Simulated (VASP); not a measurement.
Write the native input for VASP 6.6.1 that does the following.

| Property | Result |
| --- | --- |
| Task | single point |
| Functional | PBEsol |
| Potentials or basis | VASP PAW PBE potentials, release 64 (Zn, Se) |
| Cutoff | 520 eV |
| k mesh | 8 × 8 × 8 |
| Occupations | gaussian, width 0.02 eV |
| Spin | no spin polarisation |
| Dipole correction | no |
| Further INCAR settings | ALGO = Normal; EDIFF = 1e-06; NBANDS = 16 |

The structure of ZnSe lies in POSCAR:

```
ZnSe
1.0
    0.0000000000      2.8166236671      2.8166236671
    2.8166236671      0.0000000000      2.8166236671
    2.8166236671      2.8166236671      0.0000000000
Zn Se
1 1
Direct
    0.0000000000      0.0000000000      0.0000000000
    0.7500000000      0.7500000000      0.7500000000
```

The input as run:

INCAR

```
SYSTEM = ZnSe
PREC     = Accurate       ! precision mode
ENCUT    = 520            ! plane-wave cutoff, eV
EDIFF    = 1E-6           ! SCF threshold, eV
ISMEAR   = 0              ! smearing method
SIGMA    = 0.02           ! smearing width, eV
LREAL    = .False.        ! projectors in reciprocal space
LASPH    = .True.         ! aspherical terms in the spheres
NELM     = 80             ! most SCF steps
ALGO     = Normal         ! electronic algorithm
ISIF     = 2              ! what is computed and relaxed
LWAVE    = .False.        ! write WAVECAR
LCHARG   = .False.        ! write CHGCAR
GGA      = PS             ! functional
NBANDS   = 16             ! bands
```

KPOINTS

```
regular mesh
0
Gamma
  8 8 8
  0 0 0
```

Potentials or basis: VASP PAW PBE potentials, release 64 (Zn, Se).

The run is started by

```sh
$ cat potpaw_PBE.64/Zn/POTCAR potpaw_PBE.64/Se/POTCAR > POTCAR
$ mpirun -np 1 vasp_std > vasp.out
```

It gave:

* Pressure: 0.3 GPa
* Band gap on the k mesh: 1.24 eV, direct

Caveat: the PAW data sets were made with another functional, which shifts forces and pressure a little.

It took 37 s on 1 thread of Intel Xeon 6975P-C, with other jobs on the host, peak memory 0.18 GiB.
